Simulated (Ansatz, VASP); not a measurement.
## One calculation of Sb, two programs

The input POSCAR:

```
Sb
1.0
    3.3177920981     -0.6635584196     -0.6635584196
   -0.6635584196      3.3177920981     -0.6635584196
   -0.6635584196     -0.6635584196      3.3177920981
Sb
1
Direct
    0.0000000000      0.0000000000      0.0000000000
```

File INCAR.step1:

```
ALGO     = Normal         # electronic algorithm
EDIFF    = 1E-5           # SCF threshold, eV
ENCUT    = 550            # plane-wave cutoff, eV
GGA      = PE             # functional
GGA_COMPAT= F            
ISMEAR   = 0              # smearing method
LASPH    = T              # aspherical terms in the spheres
LCHARG   = F              # write CHGCAR
LREAL    = F              # projectors in reciprocal space
LWAVE    = T              # write WAVECAR
NBANDS   = 8              # bands
NELM     = 120            # most SCF steps
PREC     = Accurate       # precision mode
SIGMA    = 0.15           # smearing width, eV
```

Contents of INCAR.step2:

```
ALGO     = Normal         # electronic algorithm
EDIFF    = 1E-6           # SCF threshold, eV
ENCUT    = 550            # plane-wave cutoff, eV
GGA_COMPAT= F            
ISIF     = 2              # what is computed and relaxed
ISMEAR   = 0              # smearing method
ISTART   = 1            
LASPH    = T              # aspherical terms in the spheres
LCHARG   = F              # write CHGCAR
LMIXTAU  = T            
LREAL    = F              # projectors in reciprocal space
LWAVE    = F              # write WAVECAR
METAGGA  = R2SCAN         # meta-GGA
NBANDS   = 8              # bands
NELM     = 120            # most SCF steps
PREC     = Accurate       # precision mode
SIGMA    = 0.15           # smearing width, eV
```

Contents of KPOINTS:

```
k-points
0
Gamma
  16 16 16
```

Input for Ansatz:

```yaml
crystal:
  lattice:
    - [3.3177920981, -0.6635584196, -0.6635584196]
    - [-0.6635584196, 3.3177920981, -0.6635584196]
    - [-0.6635584196, -0.6635584196, 3.3177920981]
  atoms:
    - { symbol: Sb, position: [0.0, 0.0, 0.0] }
basis:
  ecutwfc: 500
kpoints:
  mp_grid: { grid: [16, 16, 16] }
hamiltonian:
  xc: r2scan
scf:
  occupations: { method: gaussian, width: 0.15 }
output:
  forces: true
  stress: true
  eigenvalues: true
```

Alike in both runs: task single point; functional r2SCAN; k mesh 16 × 16 × 16; occupations gaussian, width 0.15 eV; no spin polarisation.

|  | VASP | Ansatz |
| --- | --- | --- |
| version | VASP 6.6.1 | Ansatz 0.2.0 |
| potentials or method | VASP PAW PBE potentials, release 64 (Sb), cutoff 550 eV | scalar-relativistic, plane waves, PAW |
| valence electrons in the cell | 5 | 15 |

VASP gave:

* gap on the k mesh at the Fermi level (eV): none
* pressure (GPa): -7.0

Task: What did Ansatz give for the same quantities?

Result: gap on the k mesh at the Fermi level (eV): none; pressure (GPa): -6.9.

VASP's potentials were made for PBE, not for r2SCAN. A gap of «none» marks a metal or a gap that the smearing closes. VASP's potentials hold 5 valence electrons a cell and Ansatz's 15, so a difference there can come from the potentials and not from the codes.

Neither program's run includes spin-orbit coupling.
